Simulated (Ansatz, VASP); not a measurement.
# Two plane-wave programs on Bi3Te2S

The input INCAR:

```
SYSTEM = Bi3Te2S
  PREC = Accurate
  ENCUT = 600
  EDIFF = 1E-7
  ISMEAR = 0
  SIGMA = 0.1
  LREAL = .False.
  LASPH = .True.
  NELM = 80
  ALGO = Normal
  ISIF = 3
  LWAVE = .False.
  LCHARG = .False.
  GGA = PE
  IBRION = 2
  NSW = 90
  EDIFFG = -0.04
```

KPOINTS

```
regular mesh
0
Gamma
  3 3 2
  0 0 0
```

The input POSCAR:

```
Bi3Te2S
1.0
    5.9117975200      0.0000000000      0.0000000000
   -2.9558987600      5.1197668300      0.0000000000
    0.0000000000      0.0000000000      7.5206153600
Bi Te S
3 2 1
Direct
    0.6838180900      0.0000000000      0.5292175800
    0.0000000000      0.6838180900      0.5292175800
    0.3161819100      0.3161819100      0.5292175800
    0.3333333300      0.6666666700      0.9853102300
    0.6666666700      0.3333333300      0.9853102300
    0.0000000000      0.0000000000      0.0983099700
```

Input for Ansatz:

```yaml
crystal:
  lattice:
    - [5.91179752, 0.0, 0.0]
    - [-2.95589876, 5.11976683, 0.0]
    - [0.0, 0.0, 7.52061536]
  atoms:
    - { symbol: Bi, position: [0.68381809, 0.0, 0.52921758] }
    - { symbol: Bi, position: [0.0, 0.68381809, 0.52921758] }
    - { symbol: Bi, position: [0.31618191, 0.31618191, 0.52921758] }
    - { symbol: Te, position: [0.33333333, 0.66666667, 0.98531023] }
    - { symbol: Te, position: [0.66666667, 0.33333333, 0.98531023] }
    - { symbol: S, position: [0.0, 0.0, 0.09830997] }
basis:
  ecutwfc: 420
kpoints:
  mp_grid: { grid: [3, 3, 2] }
hamiltonian:
  xc: pbe
scf:
  occupations: { method: gaussian, width: 0.1 }
  lower_state_search: "off"
output:
  forces: true
  stress: true
  eigenvalues: true
relax:
  adjacent_minimum: "off"
  f_tol: 0.04
  max_steps: 70
  cell: { stress_tol: 0.4 }
```

Alike in both runs: task relaxation of cell and atoms; functional PBE; k mesh 3 × 3 × 2; occupations gaussian, width 0.1 eV; no spin polarisation.

|  | VASP | Ansatz |
| --- | --- | --- |
| version | VASP 6.6.1 | Ansatz 0.2.0 |
| potentials or method | VASP PAW PBE potentials, release 64 (Bi_d, Te, S), cutoff 600 eV | scalar-relativistic, plane waves, PAW |
| valence electrons in the cell | 63 | 83 |

```csv
,VASP,Ansatz,Ansatz less VASP
"gap on the k mesh at the Fermi level, each at its own relaxed structure (eV)",none,none,-
relaxed volume (Å³/atom),30.20,32.00,+1.801
relaxed length of the cell vector where the two differ most in proportion (Å),4.763,6.506,+1.7433
```

A gap of «none» marks a metal or a gap that the smearing closes. One of these differences is far larger than is usual between the two programs; its cause wasn't traced. VASP's potentials hold 63 valence electrons a cell and Ansatz's 83, so a difference there can come from the potentials and not from the codes.

The k mesh is coarse, so the values compare programs but aren't converged. Spin-orbit coupling is off throughout. Noted on VASP's run: the volume moved by over 15 % at a fixed basis, so the end points are rough.
